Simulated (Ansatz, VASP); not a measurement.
# Co in VASP and in Ansatz

```
Co
1.0
     2.47200    0.00000    0.00000
    -1.23600    2.14081    0.00000
     0.00000    0.00000    4.02114
Co
2
Direct
  0.33333 0.66667 0.25000
  0.66667 0.33333 0.75000
```

Alike in both runs: task relaxation of cell and atoms; functional PBEsol; k mesh 9 × 9 × 4; occupations gaussian, width 0.1 eV; collinear spin.

|  | VASP | Ansatz |
| --- | --- | --- |
| version | VASP 6.6.1 | Ansatz 0.2.0 |
| potentials or method | VASP PAW PBE potentials, release 64 (Co), cutoff 600 eV | scalar-relativistic, plane waves, PAW |
| valence electrons in the cell | 18 | 34 |

Ansatz gave:

| Quantity | Value |
| --- | --- |
| gap on the k mesh at the Fermi level, each at its own relaxed structure (eV) | none |
| net moment per atom (μB) | 1.50 |
| size of the moment on the site where the two differ most (μB) | 1.57 |
| relaxed volume (Å³/atom) | 10.31 |
| relaxed cell length with the largest relative difference (Å) | 3.964 |

Q: Which values does VASP return?

A: gap on the k mesh at the Fermi level, each at its own relaxed structure (eV): none; net moment per atom (μB): 1.49; size of the moment on the site where the two differ most (μB): 1.50; relaxed volume (Å³/atom): 10.27; relaxed cell length with the largest relative difference (Å): 3.956.

VASP's potentials were made for PBE, not for PBEsol. Site moments also hang on the region over which each program counts them. A gap of «none» marks a metal or a gap that the smearing closes. VASP's potentials hold 18 valence electrons a cell and Ansatz's 34, so a difference there can come from the potentials and not from the codes.

The k mesh is coarse, so the values compare programs but aren't converged.
